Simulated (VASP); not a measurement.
# PbSe (P6_3mc) in VASP: single point with r2SCAN

Aim: the single point of PbSe with r2SCAN.

Everything below comes from runs of VASP 6.6.1. Logs are shortened: lines on timing, memory, paths and dates and some standing lists are left out, and cuts for length are marked.

## Step 1: The cell of the first run

It takes space group P6_3mc (No. 186, hexagonal). The conventional cell has a = 5.174 Å, b = 5.174 Å, c = 6.215 Å, α = 90.00°, β = 90.00°, γ = 120.00°. Pb (site symmetry 3m) has 5 Se at 2.99 to 3.14 Å within 3.9 Å. Se (site symmetry 3m) has 5 Pb at 2.99 to 3.14 Å within 3.9 Å.

## Step 2: Single point, r2SCAN

POSCAR reads:

```
PbSe
1.0
    5.1741442664      0.0000000000      0.0000000000
   -2.5870721332      4.4809403775      0.0000000000
    0.0000000000      0.0000000000      6.2147757150
Pb Se
2 2
Direct
    0.3333333333      0.6666666667     -0.0648971074
    0.6666666667      0.3333333333      0.4351028926
    0.3333333333      0.6666666667      0.4398971074
    0.6666666667      0.3333333333      0.9398971074
```

INCAR.step1 reads:

```
ALGO = Normal
EDIFF = 1E-4
ENCUT = 520
GGA = PE
ISMEAR = 0
LASPH = T
LCHARG = F
LREAL = F
LWAVE = T
NBANDS = 28
NELM = 80
PREC = Accurate
SIGMA = 0.01
```

INCAR.step2 reads:

```
ALGO = Normal
EDIFF = 1E-6
ENCUT = 520
ISIF = 2
ISMEAR = 0
ISTART = 1
LASPH = T
LCHARG = F
LMIXTAU = T
LREAL = F
LWAVE = F
METAGGA = R2SCAN
NBANDS = 28
NELM = 80
PREC = Accurate
SIGMA = 0.01
```

KPOINTS reads:

```
k-points
0
Gamma
  6 6 4
```

Potentials or basis: VASP PAW PBE potentials, release 64 (Pb_d, Se).

Launch:

```sh
$ cat potpaw_PBE.64/Pb_d/POTCAR potpaw_PBE.64/Se/POTCAR > POTCAR
$ cp INCAR.step1 INCAR
$ mpirun -np 1 vasp_std > vasp.out
$ cp INCAR.step2 INCAR
$ mpirun -np 1 vasp_std > vasp.out
```

OUTCAR:

```text
EDIFF = 1E-6
   ENCUT = 520
   ISIF = 2
   ISMEAR = 0
   ISTART = 1
   LASPH = T
   LREAL = F
   METAGGA = R2SCAN
   NELM = 80
   PREC = Accurate

 ion  position               nearest neighbor table
   1  0.333  0.667  0.935-   4 2.99   4 2.99   4 2.99   3 3.08   3 3.14
   2  0.667  0.333  0.435-   3 2.99   3 2.99   3 2.99   4 3.08   4 3.14
   3  0.333  0.667  0.440-   2 2.99   2 2.99   2 2.99   1 3.08   1 3.14
   4  0.667  0.333  0.940-   1 2.99   1 2.99   1 2.99   2 3.08   2 3.14

  LATTYP: Found a hexagonal cell.
 ALAT       =     5.1741442664
 C/A-ratio  =     1.2011214599

  Lattice vectors:

 A1 = (   5.1741442664,   0.0000000000,   0.0000000000)
 A2 = (  -2.5870721332,   4.4809403775,   0.0000000000)
 A3 = (   0.0000000000,   0.0000000000,   6.2147757150)

Analysis of symmetry for initial positions (statically):
=====================================================================
 Subroutine PRICEL returns:
 Original cell was already a primitive cell.

 Routine SETGRP: Setting up the symmetry group for a
 hexagonal supercell.

 Subroutine GETGRP returns: Found 12 space group operations
 (whereof  6 operations were pure point group operations)
 out of a pool of 24 trial point group operations.

The static configuration has the point symmetry C_3v.
 The point group associated with its full space group is C_6v.

Analysis of symmetry for dynamics (positions and initial velocities):
=====================================================================
 Subroutine PRICEL returns:
 Original cell was already a primitive cell.

 Routine SETGRP: Setting up the symmetry group for a
 hexagonal supercell.

 Subroutine GETGRP returns: Found 12 space group operations
 (whereof  6 operations were pure point group operations)
 out of a pool of 24 trial point group operations.

The dynamic configuration has the point symmetry C_3v.
 The point group associated with its full space group is C_6v.

 Subroutine INISYM returns: Found 12 space group operations
 (whereof  6 operations are pure point group operations),
 and found     1 'primitive' translations

----------------------------------------------------------------------------------------

                                     Primitive cell

  volume of cell :     144.0898

  direct lattice vectors                    reciprocal lattice vectors
     5.174144266  0.000000000  0.000000000     0.193268674  0.111583721  0.000000000
    -2.587072133  4.480940377  0.000000000     0.000000000  0.223167442  0.000000000
     0.000000000  0.000000000  6.214775715     0.000000000  0.000000000  0.160906853

  length of vectors
     5.174144266  5.174144266  6.214775715     0.223167442  0.223167442  0.160906853

  position of ions in fractional coordinates (direct lattice)
     0.333333333  0.666666667  0.935102893
     0.666666667  0.333333333  0.435102893
     0.333333333  0.666666667  0.439897107
     0.666666667  0.333333333  0.939897107

  ion indices of the primitive-cell ions
   primitive index   ion index
                 1           1
                 2           2
                 3           3
                 4           4

----------------------------------------------------------------------------------------

 KPOINTS: k-points

Automatic generation of k-mesh.
 Grid dimensions read from file:
 generate k-points for:    6    6    4

 Generating k-lattice:

  Cartesian coordinates                     Fractional coordinates (reciprocal lattice)
     0.032211446  0.018597287  0.000000000     0.166666667  0.000000000  0.000000000
     0.000000000  0.037194574  0.000000000     0.000000000  0.166666667  0.000000000
     0.000000000  0.000000000  0.040226713     0.000000000  0.000000000  0.250000000

  Length of vectors
     0.037194574  0.037194574  0.040226713

  Shift w.r.t. Gamma in fractional coordinates (k-lattice)
     0.000000000  0.000000000  0.000000000

 Subroutine IBZKPT returns following result:
 ===========================================

 Found     21 irreducible k-points:

 Following reciprocal coordinates:
            Coordinates               Weight
  0.000000  0.000000  0.000000      1.000000
  0.166667 -0.000000  0.000000      6.000000
  0.333333 -0.000000  0.000000      6.000000
  0.500000 -0.000000  0.000000      3.000000
  0.166667  0.166667  0.000000      6.000000
  0.333333  0.166667  0.000000     12.000000
[... 13 lines left out ...]
  0.333333  0.166667  0.500000     12.000000
  0.333333  0.333333  0.500000      2.000000
   k-points           NKPTS =     21   k-points in BZ     NKDIM =     21   number of bands    NBANDS=     28
   number of dos      NEDOS =    301   number of ions     NIONS =      4
   total plane-waves  NPLWV =  76800
   dimension x,y,z NGX =    40 NGY =   40 NGZ =   48
   dimension x,y,z NGXF=    80 NGYF=   80 NGZF=   96
   ions per type =               2   2
   NGX,Y,Z   is equivalent  to a cutoff of  12.85, 12.85, 12.84 a.u.
   NGXF,Y,Z  is equivalent  to a cutoff of  25.70, 25.70, 25.68 a.u.
 SYSTEM =  unknown system
   PREC   = accura    normal or accurate (medium, high low for compatibility)
   ISTART =      1    job   : 0-new  1-cont  2-samecut
   ICHARG =      0    charge: 1-file 2-atom 10-const
   ISPIN  =      1    spin polarized calculation?
   LNONCOLLINEAR =      F non collinear calculations
   LSORBIT =      F    spin-orbit coupling
   LASPH  =      T    aspherical Exc in radial PAW
   ENCUT  =  520.0 eV  38.22 Ry    6.18 a.u.   9.62  9.62 11.56*2*pi/ulx,y,z
   NELM   =     80;   NELMIN=  2; NELMDL=  0     # of ELM steps
   EDIFF  = 0.1E-05   stopping-criterion for ELM
   LREAL  =      F    real-space projection
   EDIFFG = 0.1E-04   stopping-criterion for IOM
   NSW    =      0    number of steps for IOM
   IBRION =     -1    ionic relax: 0-MD 1-quasi-New 2-CG
   NFREE  =      0    steps in history (QN), initial steepest desc. (CG)
   ISIF   =      2    stress and relaxation
   ISYM   =      2    0-nonsym 1-usesym 2-fastsym
   POTIM  = 0.5000    time-step for ionic-motion
   TEBEG  =    0.0;   TEEND  =   0.0 temperature during run
   PSTRESS=    0.0 pullay stress
   NELECT =      40.0000    total number of electrons
   NUPDOWN=      -1.0000    fix difference up-down
   EMIN   =  10.00;   EMAX   =-10.00  energy-range for DOS
   EFERMI =   0.00;   METHOD = LEGACY
   ISMEAR =     0;   SIGMA  =   0.01  broadening in eV -4-tet -1-fermi 0-gaus
   EFERMI_NEDOS =   21; number of points for ismear=-14 and -15
   IALGO  =     38    algorithm
   IMIX   =      4    mixing-type and parameters
     AMIX     =   0.40;   BMIX     =  1.00
     AMIX_MAG =   1.60;   BMIX_MAG =  1.00
  volume/ion in A,a.u.               =      36.02       243.09
  Fermi-wavevector in a.u.,A,eV,Ry     =   1.067949  2.018131 15.517644  1.140515
  Thomas-Fermi vector in A             =   2.203581
   LORBIT       =      0    0 simple, 1 ext, 2 COOP (PROOUT), +10 PAW based schemes
   METAGGA = R2SCAN    functional components
   LHFCALC =     F    Hartree Fock is set to
   AEXX    =    0.0000 exact exchange contribution
   IVDW    =     0    specifies the selected vdW correction
   LEPSILON=     F    determine dielectric tensor
   LRPA    =     F    only Hartree local field effects (RPA)
 non-spin polarized calculation
 Gauss-broadening in eV      SIGMA  =   0.01
  energy-cutoff  :      520.00
  volume of cell :      144.09
 maximum number of plane-waves:      3912
 NGX is ok and might be reduce to    40
   NGX = 19   NGY = 19   NGZ = 23

 number of electron      40.0000003 magnetization

 Free energy of the ion-electron system (eV)
  ---------------------------------------------------
  ext. energy  EPLUGINS =         0.00000000
  ---------------------------------------------------
  free energy    TOTEN  =      -143.40178959 eV

  energy without entropy =     -143.40178959  energy(sigma->0) =     -143.40178959

 E-fermi :   2.9519     XC(G=0):  -8.7466

 val. band max:        2.9008338799   @ k =   0.3333   0.3333   0.5000
 cond. band min:       4.3823472168   @ k =   0.3333   0.3333   0.5000
 fundamental gap:      1.4815133370
 Fermi energy:         2.9519278291

 k-point     1 :       0.0000    0.0000    0.0000
  band No.  band energies     occupation
      1     -14.5653      2.00000
      2     -14.4760      2.00000
      3     -14.4760      2.00000
      4     -14.4755      2.00000
      5     -14.4755      2.00000
      6     -14.4696      2.00000
[... 20 lines left out ...]
     27       9.0527      0.00000
     28       9.7760      0.00000

 k-point     2 :       0.1667   -0.0000    0.0000
  band No.  band energies     occupation
      1     -14.5631      2.00000
      2     -14.4845      2.00000
      3     -14.4753      2.00000
      4     -14.4722      2.00000
      5     -14.4715      2.00000
      6     -14.4704      2.00000
[... 20 lines left out ...]
     27       8.7321      0.00000
     28       9.4093      0.00000

 k-point     3 :       0.3333   -0.0000    0.0000
  band No.  band energies     occupation
      1     -14.5568      2.00000
      2     -14.5020      2.00000
      3     -14.4736      2.00000
      4     -14.4718      2.00000
      5     -14.4669      2.00000
      6     -14.4646      2.00000
[... 20 lines left out ...]
     27       8.9759      0.00000
     28       9.6101      0.00000

 k-point     4 :       0.5000   -0.0000    0.0000
  band No.  band energies     occupation
      1     -14.5519      2.00000
      2     -14.5123      2.00000
      3     -14.4747      2.00000
      4     -14.4699      2.00000
      5     -14.4656      2.00000
      6     -14.4610      2.00000
[... 485 lines left out ...]
     27      10.2057      0.00000
     28      10.2057      0.00000

 k-point    20 :       0.3333    0.1667    0.5000
  band No.  band energies     occupation
      1     -14.5002      2.00000
      2     -14.5002      2.00000
      3     -14.4787      2.00000
      4     -14.4787      2.00000
      5     -14.4712      2.00000
      6     -14.4712      2.00000
[... 20 lines left out ...]
     27       9.6599      0.00000
     28       9.6599      0.00000

 k-point    21 :       0.3333    0.3333    0.5000
  band No.  band energies     occupation
      1     -14.4972      2.00000
      2     -14.4972      2.00000
      3     -14.4817      2.00000
      4     -14.4817      2.00000
      5     -14.4690      2.00000
      6     -14.4690      2.00000
[... 20 lines left out ...]
     27       9.5945      0.00000
     28       9.5945      0.00000

------------------------ aborting loop because EDIFF is reached ----------------------------------------

  FORCE on cell =-STRESS in cart. coord.  units (eV):
  Direction    XX          YY          ZZ          XY          YZ          ZX
  --------------------------------------------------------------------------------------
  -------------------------------------------------------------------------------------
  Total        0.0017423      0.0017423     -0.0223875      0.0000000      0.0000000      0.0000000
  in kB        0.0193735      0.0193735     -0.2489328      0.0000000      0.0000000      0.0000000
  external PRESSURE =      -0.0700619 kB  Pullay stress =       0.0000000 kB

 VOLUME and BASIS-vectors are now :
 -----------------------------------------------------------------------------
  energy-cutoff  :      520.00
  volume of cell :      144.09
      direct lattice vectors                 reciprocal lattice vectors
     5.174144266  0.000000000  0.000000000     0.193268674  0.111583721  0.000000000
    -2.587072133  4.480940377  0.000000000     0.000000000  0.223167442  0.000000000
     0.000000000  0.000000000  6.214775715     0.000000000  0.000000000  0.160906853

 POSITION                                       TOTAL-FORCE (eV/Angst)
 -----------------------------------------------------------------------------------
     -0.00000      2.98729      5.81145         0.000000     -0.000000      0.001334
      2.58707      1.49365      2.70407        -0.000000      0.000000      0.001334
     -0.00000      2.98729      2.73386         0.000000     -0.000000     -0.001334
      2.58707      1.49365      5.84125        -0.000000      0.000000     -0.001334
 -----------------------------------------------------------------------------------
    total drift:                               -0.000000      0.000000     -0.000798

  FREE ENERGIE OF THE ION-ELECTRON SYSTEM (eV)
  ---------------------------------------------------
  free  energy   TOTEN  =      -143.4017895920 eV

  energy  without entropy=     -143.4017895920  energy(sigma->0) =     -143.40178959
```

Wall time 8.7 min (1 thread of AMD EPYC 7R13, shared host); peak memory 0.3 GiB.

Results:

* Free energy: -143.4018 eV
* Pressure: 0.0 GPa
* Band gap on the k mesh: 1.48 eV

Caveat: the PAW data sets were made with another functional, which shifts forces and pressure a little; spin-orbit coupling is left out, which moves the levels of the heavy elements. A k mesh can miss the band edges.
